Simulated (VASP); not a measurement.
# TiTe2 (P-3m1) in VASP: further runs

The runs below take TiTe2 through single point, with PBE.

Everything below comes from runs of VASP 6.6.1. Logs are shortened: lines on timing, memory, paths and dates and some standing lists are left out, and cuts for length are marked.

## (1) The cell of the first run

It takes space group P-3m1 (No. 164, trigonal). Conventional cell: a = 3.588 Å, b = 3.588 Å, c = 6.173 Å, α = 90.00°, β = 90.00°, γ = 120.00°. Within 3.6 Å of Ti (site symmetry -3m) lie 6 Te at 2.63 Å and 6 Ti at 3.59 Å. Within 3.6 Å of Te (site symmetry 3m) lie 3 Ti at 2.63 Å and 9 Te at 3.59 Å.

## (2) Single point, PBE (strain -0.050 along x and y, -0.050 along z)

INCAR

```
SYSTEM = TiTe2
PREC = Accurate
ENCUT = 520
EDIFF = 1E-6
ISMEAR = 0
SIGMA = 0.15
LREAL = .False.
LASPH = .True.
NELM = 60
ALGO = Normal
ISIF = 2
LWAVE = .False.
LCHARG = .True.
GGA = PE
LELF = .True.
LVHAR = .True.
NBANDS = 19
```

KPOINTS

```
regular mesh
0
Gamma
  12 12 8
  0 0 0
```

POSCAR

```
TiTe2
1.0
    3.5881508432      0.0000000000      0.0000000000
   -1.7940754216      3.1074297828      0.0000000000
    0.0000000000      0.0000000000      6.1731000000
Ti Te
1 2
Direct
    0.0000000000      0.0000000000      0.0000000000
    0.6666666667      0.3333333333      0.2628000000
    0.3333333333      0.6666666667      0.7372000000
```

Potentials or basis: VASP PAW PBE potentials, release 64 (Ti_sv, Te).

Started as:

```
> cat potpaw_PBE.64/Ti_sv/POTCAR potpaw_PBE.64/Te/POTCAR > POTCAR
> mpirun -np 1 vasp_std > vasp.out
```

OUTCAR:

```text
SYSTEM = TiTe2
   PREC = Accurate
   ENCUT = 520
   EDIFF = 1E-6
   ISMEAR = 0
   LREAL = .False.
   LASPH = .True.
   NELM = 60
   ISIF = 2
   GGA = PE

 ion  position               nearest neighbor table
   1  0.000  0.000  0.000-   2 2.63   3 2.63   3 2.63   2 2.63   2 2.63   3 2.63
   2  0.667  0.333  0.263-   1 2.63   1 2.63   1 2.63   3 3.59   3 3.59   3 3.59
   3  0.333  0.667  0.737-   1 2.63   1 2.63   1 2.63   2 3.59   2 3.59   2 3.59

  LATTYP: Found a hexagonal cell.
 ALAT       =     3.5881508432
 C/A-ratio  =     1.7204126219

  Lattice vectors:

 A1 = (   3.5881508432,   0.0000000000,   0.0000000000)
 A2 = (  -1.7940754216,   3.1074297828,   0.0000000000)
 A3 = (   0.0000000000,   0.0000000000,   6.1731000000)

Analysis of symmetry for initial positions (statically):
=====================================================================
 Subroutine PRICEL returns:
 Original cell was already a primitive cell.

 Routine SETGRP: Setting up the symmetry group for a
 hexagonal supercell.

 Subroutine GETGRP returns: Found 12 space group operations
 (whereof 12 operations were pure point group operations)
 out of a pool of 24 trial point group operations.

The static configuration has the point symmetry D_3d.

Analysis of symmetry for dynamics (positions and initial velocities):
=====================================================================
 Subroutine PRICEL returns:
 Original cell was already a primitive cell.

 Routine SETGRP: Setting up the symmetry group for a
 hexagonal supercell.

 Subroutine GETGRP returns: Found 12 space group operations
 (whereof 12 operations were pure point group operations)
 out of a pool of 24 trial point group operations.

The dynamic configuration has the point symmetry D_3d.

 Subroutine INISYM returns: Found 12 space group operations
 (whereof 12 operations are pure point group operations),
 and found     1 'primitive' translations

----------------------------------------------------------------------------------------

                                     Primitive cell

  volume of cell :      68.8296

  direct lattice vectors                    reciprocal lattice vectors
     3.588150843  0.000000000  0.000000000     0.278695084  0.160904682  0.000000000
    -1.794075422  3.107429783  0.000000000     0.000000000  0.321809363  0.000000000
     0.000000000  0.000000000  6.173100000     0.000000000  0.000000000  0.161993164

  length of vectors
     3.588150843  3.588150843  6.173100000     0.321809363  0.321809363  0.161993164

  position of ions in fractional coordinates (direct lattice)
     0.000000000  0.000000000  0.000000000
     0.666666667  0.333333333  0.262800000
     0.333333333  0.666666667  0.737200000

  ion indices of the primitive-cell ions
   primitive index   ion index
                 1           1
                 2           2
                 3           3

----------------------------------------------------------------------------------------

 KPOINTS: regular mesh

Automatic generation of k-mesh.
 Grid dimensions read from file:
 generate k-points for:   12   12    8

 Generating k-lattice:

  Cartesian coordinates                     Fractional coordinates (reciprocal lattice)
     0.023224590  0.013408723  0.000000000     0.083333333  0.000000000  0.000000000
     0.000000000  0.026817447  0.000000000     0.000000000  0.083333333  0.000000000
     0.000000000  0.000000000  0.020249145     0.000000000  0.000000000  0.125000000

  Length of vectors
     0.026817447  0.026817447  0.020249145

  Shift w.r.t. Gamma in fractional coordinates (k-lattice)
     0.000000000  0.000000000  0.000000000

 Subroutine IBZKPT returns following result:
 ===========================================

 Found    131 irreducible k-points:

 Following reciprocal coordinates:
            Coordinates               Weight
  0.000000  0.000000  0.000000      1.000000
  0.083333 -0.000000  0.000000      6.000000
  0.166667 -0.000000  0.000000      6.000000
  0.250000 -0.000000  0.000000      6.000000
  0.333333 -0.000000  0.000000      6.000000
  0.416667 -0.000000  0.000000      6.000000
[... 16 lines left out ...]
  0.166667 -0.000000  0.125000      6.000000
  0.000000  0.166667  0.125000      6.000000
 [... further k-points ...]
   k-points           NKPTS =    131   k-points in BZ     NKDIM =    131   number of bands    NBANDS=     19
   number of dos      NEDOS =    301   number of ions     NIONS =      3
   total plane-waves  NPLWV =  37632
   dimension x,y,z NGX =    28 NGY =   28 NGZ =   48
   dimension x,y,z NGXF=    56 NGYF=   56 NGZF=   96
   ions per type =               1   2
   NGX,Y,Z   is equivalent  to a cutoff of  12.97, 12.97, 12.93 a.u.
   NGXF,Y,Z  is equivalent  to a cutoff of  25.95, 25.95, 25.85 a.u.
 SYSTEM =  TiTe2
   PREC   = accura    normal or accurate (medium, high low for compatibility)
   ISTART =      0    job   : 0-new  1-cont  2-samecut
   ICHARG =      2    charge: 1-file 2-atom 10-const
   ISPIN  =      1    spin polarized calculation?
   LNONCOLLINEAR =      F non collinear calculations
   LSORBIT =      F    spin-orbit coupling
   LASPH  =      T    aspherical Exc in radial PAW
   ENCUT  =  520.0 eV  38.22 Ry    6.18 a.u.   6.67  6.67 11.48*2*pi/ulx,y,z
   NELM   =     60;   NELMIN=  2; NELMDL= -5     # of ELM steps
   EDIFF  = 0.1E-05   stopping-criterion for ELM
   LREAL  =      F    real-space projection
   EDIFFG = 0.1E-04   stopping-criterion for IOM
   NSW    =      0    number of steps for IOM
   IBRION =     -1    ionic relax: 0-MD 1-quasi-New 2-CG
   NFREE  =      0    steps in history (QN), initial steepest desc. (CG)
   ISIF   =      2    stress and relaxation
   ISYM   =      2    0-nonsym 1-usesym 2-fastsym
   POTIM  = 0.5000    time-step for ionic-motion
   TEBEG  =    0.0;   TEEND  =   0.0 temperature during run
   PSTRESS=    0.0 pullay stress
   NELECT =      24.0000    total number of electrons
   NUPDOWN=      -1.0000    fix difference up-down
   EMIN   =  10.00;   EMAX   =-10.00  energy-range for DOS
   EFERMI =   0.00;   METHOD = LEGACY
   ISMEAR =     0;   SIGMA  =   0.15  broadening in eV -4-tet -1-fermi 0-gaus
   EFERMI_NEDOS =   21; number of points for ismear=-14 and -15
   IALGO  =     38    algorithm
   IMIX   =      4    mixing-type and parameters
     AMIX     =   0.40;   BMIX     =  1.00
     AMIX_MAG =   1.60;   BMIX_MAG =  1.00
  volume/ion in A,a.u.               =      22.94       154.83
  Fermi-wavevector in a.u.,A,eV,Ry     =   1.152268  2.177471 18.064746  1.327721
  Thomas-Fermi vector in A             =   2.288920
   LORBIT       =      0    0 simple, 1 ext, 2 COOP (PROOUT), +10 PAW based schemes
   GGA     = PE    functional components
   LHFCALC =     F    Hartree Fock is set to
   AEXX    =    0.0000 exact exchange contribution
   IVDW    =     0    specifies the selected vdW correction
   LEPSILON=     F    determine dielectric tensor
   LRPA    =     F    only Hartree local field effects (RPA)
 non-spin polarized calculation
 Gauss-broadening in eV      SIGMA  =   0.15
  energy-cutoff  :      520.00
  volume of cell :       68.83
 maximum number of plane-waves:      1882
 NGX is ok and might be reduce to    28
   NGX = 13   NGY = 13   NGZ = 23

 number of electron      23.9999997 magnetization

 Free energy of the ion-electron system (eV)
  ---------------------------------------------------
  ext. energy  EPLUGINS =         0.00000000
  ---------------------------------------------------
  free energy    TOTEN  =       -15.71467001 eV

  energy without entropy =      -15.69925295  energy(sigma->0) =      -15.70696148

 E-fermi :   8.7811     XC(G=0): -10.5743

 val. band max:        8.7715657809   @ k =   0.5000  -0.0000   0.1250
 cond. band min:       8.7852831061   @ k =   0.5000  -0.0000   0.0000
 fundamental gap:      0.0137173252
 Fermi energy:         8.7810507414

 k-point     1 :       0.0000    0.0000    0.0000
  band No.  band energies     occupation
      1     -48.3035      2.00000
      2     -24.6016      2.00000
      3     -24.6016      2.00000
      4     -24.5987      2.00000
      5      -4.5946      2.00000
      6      -2.5720      2.00000
[... 11 lines left out ...]
     18      14.1794      0.00000
     19      16.2521      0.00000

 k-point     2 :       0.0833   -0.0000    0.0000
  band No.  band energies     occupation
      1     -48.3030      2.00000
      2     -24.6075      2.00000
      3     -24.6029      2.00000
      4     -24.5972      2.00000
      5      -4.4984      2.00000
      6      -2.5234      2.00000
[... 11 lines left out ...]
     18      14.8421      0.00000
     19      16.5990      0.00000

 k-point     3 :       0.1667   -0.0000    0.0000
  band No.  band energies     occupation
      1     -48.3017      2.00000
      2     -24.6234      2.00000
      3     -24.6064      2.00000
      4     -24.5930      2.00000
      5      -4.2163      2.00000
      6      -2.3864      2.00000
[... 11 lines left out ...]
     18      15.1512      0.00000
     19      16.8112      0.00000

 k-point     4 :       0.2500   -0.0000    0.0000
  band No.  band energies     occupation
      1     -48.2998      2.00000
      2     -24.6451      2.00000
      3     -24.6112      2.00000
      4     -24.5873      2.00000
      5      -3.7708      2.00000
      6      -2.1917      2.00000
[... 407 lines left out ...]
     18      14.8597      0.00000
     19      16.7592      0.00000

 k-point    23 :       0.1667   -0.0000    0.1250
  band No.  band energies     occupation
      1     -48.3017      2.00000
      2     -24.6234      2.00000
      3     -24.6064      2.00000
      4     -24.5930      2.00000
      5      -4.1698      2.00000
      6      -2.4855      2.00000
[... 11 lines left out ...]
     18      14.9505      0.00000
     19      16.3493      0.00000

 k-point    24 :       0.0000    0.1667    0.1250
  band No.  band energies     occupation
      1     -48.3017      2.00000
      2     -24.6234      2.00000
      3     -24.6064      2.00000
      4     -24.5930      2.00000
      5      -4.1644      2.00000
      6      -2.4986      2.00000
[... 11 lines left out ...]
     18      15.3558      0.00000
     19      16.4483      0.00000

 [... further k-points ...]

------------------------ aborting loop because EDIFF is reached ----------------------------------------

  FORCE on cell =-STRESS in cart. coord.  units (eV):
  Direction    XX          YY          ZZ          XY          YZ          ZX
  --------------------------------------------------------------------------------------
  -------------------------------------------------------------------------------------
  Total        5.9203293      5.9203293      6.9539098      0.0000000      0.0000000      0.0000000
  in kB      137.8101211    137.8101211    161.8692330      0.0000000      0.0000000      0.0000000
  external PRESSURE =     145.8298251 kB  Pullay stress =       0.0000000 kB

 VOLUME and BASIS-vectors are now :
 -----------------------------------------------------------------------------
  energy-cutoff  :      520.00
  volume of cell :       68.83
      direct lattice vectors                 reciprocal lattice vectors
     3.588150843  0.000000000  0.000000000     0.278695084  0.160904682  0.000000000
    -1.794075422  3.107429783  0.000000000     0.000000000  0.321809363  0.000000000
     0.000000000  0.000000000  6.173100000     0.000000000  0.000000000  0.161993164

 POSITION                                       TOTAL-FORCE (eV/Angst)
 -----------------------------------------------------------------------------------
      0.00000      0.00000      0.00000         0.000000      0.000000      0.000000
      1.79408      1.03581      1.62229        -0.000000     -0.000000      1.620800
     -0.00000      2.07162      4.55081         0.000000      0.000000     -1.620800
 -----------------------------------------------------------------------------------
    total drift:                                0.000000     -0.000000      0.000000

  FREE ENERGIE OF THE ION-ELECTRON SYSTEM (eV)
  ---------------------------------------------------
  free  energy   TOTEN  =       -15.7146700131 eV

  energy  without entropy=      -15.6992529529  energy(sigma->0) =      -15.70696148
```

Wall time 4.5 min (1 thread of Intel Xeon 8259CL, shared host); peak memory 0.31 GiB.

Results:

- Free energy: -15.7147 eV
- Pressure: 14.6 GPa
- Largest force: 1.621 eV/Å
- Band gap on the k mesh: zero (bands 12 and 13 overlap by 0.94 eV)

Forces in eV/Å, atoms in the order of the input:
```
Ti   0.000  0.000  0.000
Te   0.000  0.000  1.621
Te   0.000  0.000 -1.621
```

Caveat: the cell differs from its parent crystal (strain -0.050 along x and y, -0.050 along z); the cell stands under pressure; spin-orbit coupling is left out, which moves the levels of the heavy elements; this functional lacks dispersion, which binds the layers, so the pressure and a relaxed spacing across them are unreliable; forces of over 1 eV/Å act on the atoms, so gaps and moduli don't describe the material at rest.

## (3) Single point, PBE (strain -0.050 along x and y, -0.025 along z)

INCAR

```
PREC = Accurate ; ENCUT = 520
EDIFF = 1E-6 ; ISMEAR = 0
SIGMA = 0.15 ; LREAL = False
LASPH = True ; NELM = 100
ALGO = Normal ; ISIF = 2
LWAVE = False ; LCHARG = False
GGA = PE ; NBANDS = 19
```

KPOINTS

```
regular mesh
0
Gamma
  12 12 8
```

POSCAR: that of step 2 with these lines changed.

```diff
@@ -4,3 +4,3 @@
    -1.7940754216      3.1074297828      0.0000000000
-    0.0000000000      0.0000000000      6.1731000000
+    0.0000000000      0.0000000000      6.3355500000
 Ti Te
```

Potentials or basis: VASP PAW PBE potentials, release 64 (Ti_sv, Te).

Started as:

```
> cat potpaw_PBE.64/Ti_sv/POTCAR potpaw_PBE.64/Te/POTCAR > POTCAR
> mpirun -np 1 vasp_std > vasp.out
```

OUTCAR:

```text
PREC = Accurate
   ENCUT = 520
   EDIFF = 1E-6
   ISMEAR = 0
   LREAL = False
   LASPH = True
   NELM = 100
   ISIF = 2
   GGA = PE

 ion  position               nearest neighbor table
   1  0.000  0.000  0.000-   2 2.66   3 2.66   3 2.66   2 2.66   2 2.66   3 2.66
   2  0.667  0.333  0.263-   1 2.66   1 2.66   1 2.66   3 3.65   3 3.65   3 3.65
   3  0.333  0.667  0.737-   1 2.66   1 2.66   1 2.66   2 3.65   2 3.65   2 3.65

  LATTYP: Found a hexagonal cell.
 ALAT       =     3.5881508432
 C/A-ratio  =     1.7656866383

  Lattice vectors:
[... 720 lines left out ...]

  FORCE on cell =-STRESS in cart. coord.  units (eV):
  Direction    XX          YY          ZZ          XY          YZ          ZX
  --------------------------------------------------------------------------------------
  -------------------------------------------------------------------------------------
  Total        4.9968760      4.9968760      5.2930489      0.0000000      0.0000000      0.0000000
  in kB      113.3320678    113.3320678    120.0494426      0.0000000      0.0000000      0.0000000
  external PRESSURE =     115.5711927 kB  Pullay stress =       0.0000000 kB

 VOLUME and BASIS-vectors are now :
 -----------------------------------------------------------------------------
  energy-cutoff  :      520.00
  volume of cell :       70.64
      direct lattice vectors                 reciprocal lattice vectors
     3.588150843  0.000000000  0.000000000     0.278695084  0.160904682  0.000000000
    -1.794075422  3.107429783  0.000000000     0.000000000  0.321809363  0.000000000
     0.000000000  0.000000000  6.335550000     0.000000000  0.000000000  0.157839493

 POSITION                                       TOTAL-FORCE (eV/Angst)
 -----------------------------------------------------------------------------------
      0.00000      0.00000      0.00000        -0.000000      0.000000      0.000000
      1.79408      1.03581      1.66498        -0.000000      0.000000      1.212805
     -0.00000      2.07162      4.67057         0.000000     -0.000000     -1.212805
 -----------------------------------------------------------------------------------
    total drift:                                0.000000     -0.000000      0.000000

  FREE ENERGIE OF THE ION-ELECTRON SYSTEM (eV)
  ---------------------------------------------------
  free  energy   TOTEN  =       -15.8742217333 eV

  energy  without entropy=      -15.8601356222  energy(sigma->0) =      -15.86717868
```

OSZICAR:

```text
N       E                     dE             d eps       ncg     rms          rms(c)
DAV:   1     0.185421964920E+03    0.18542E+03   -0.10902E+04  4978   0.120E+03
DAV:   2    -0.888985984390E+00   -0.18631E+03   -0.18128E+03  5173   0.309E+02
DAV:   3    -0.168285548145E+02   -0.15940E+02   -0.15540E+02  7468   0.844E+01
DAV:   4    -0.174112271345E+02   -0.58267E+00   -0.58016E+00  6381   0.150E+01
DAV:   5    -0.174301796566E+02   -0.18953E-01   -0.18946E-01  7132   0.268E+00    0.133E+01
DAV:   6    -0.170690639100E+02    0.36112E+00   -0.21427E+01  5664   0.331E+01    0.988E+00
DAV:   7    -0.160177545915E+02    0.10513E+01   -0.13889E+01  6130   0.241E+01    0.505E+00
DAV:   8    -0.158700169272E+02    0.14774E+00   -0.97419E-01  5911   0.764E+00    0.142E+00
DAV:   9    -0.158763987143E+02   -0.63818E-02   -0.51844E-02  6994   0.146E+00    0.921E-01
DAV:  10    -0.158741642856E+02    0.22344E-02   -0.25735E-02  5722   0.132E+00    0.357E-01
DAV:  11    -0.158743935745E+02   -0.22929E-03   -0.20597E-03  5827   0.386E-01    0.217E-01
DAV:  12    -0.158742252195E+02    0.16835E-03   -0.11823E-03  5889   0.259E-01    0.533E-02
DAV:  13    -0.158742224154E+02    0.28041E-05   -0.37300E-05  5736   0.589E-02    0.170E-02
DAV:  14    -0.158742217333E+02    0.68206E-06   -0.57626E-06  6219   0.151E-02
   1 F= -.15874222E+02 E0= -.15867179E+02  d E =-.140861E-01
```

stdout:

```text
POSCAR found type information on POSCAR TiTe
 POSCAR found :  2 types and       3 ions
 scaLAPACK will be used
 LDA part: xc-table for (Slater+PW92), standard interpolation
 POSCAR, INCAR and KPOINTS ok, starting setup
 FFT: planning ... GRIDC
 FFT: planning ... GRID_SOFT
 FFT: planning ... GRID
 WAVECAR not read
 entering main loop
```

Run time: 4.4 min. Hardware: 1 thread of Intel Xeon 8259CL, shared host; peak memory 0.31 GiB.

Results:

- Free energy: -15.8742 eV
- Pressure: 11.6 GPa
- Largest force: 1.213 eV/Å
- Band gap on the k mesh: zero (bands 12 and 13 overlap by 0.93 eV)

Forces in eV/Å, atoms in the order of the input:
```
Ti   0.000  0.000  0.000
Te   0.000  0.000  1.213
Te   0.000  0.000 -1.213
```

Caveat: the cell differs from its parent crystal (strain -0.050 along x and y, -0.025 along z); the cell stands under pressure; spin-orbit coupling is left out, which moves the levels of the heavy elements; this functional lacks dispersion, which binds the layers, so the pressure and a relaxed spacing across them are unreliable; forces of over 1 eV/Å act on the atoms, so gaps and moduli don't describe the material at rest.

[end of part 1 of 2]
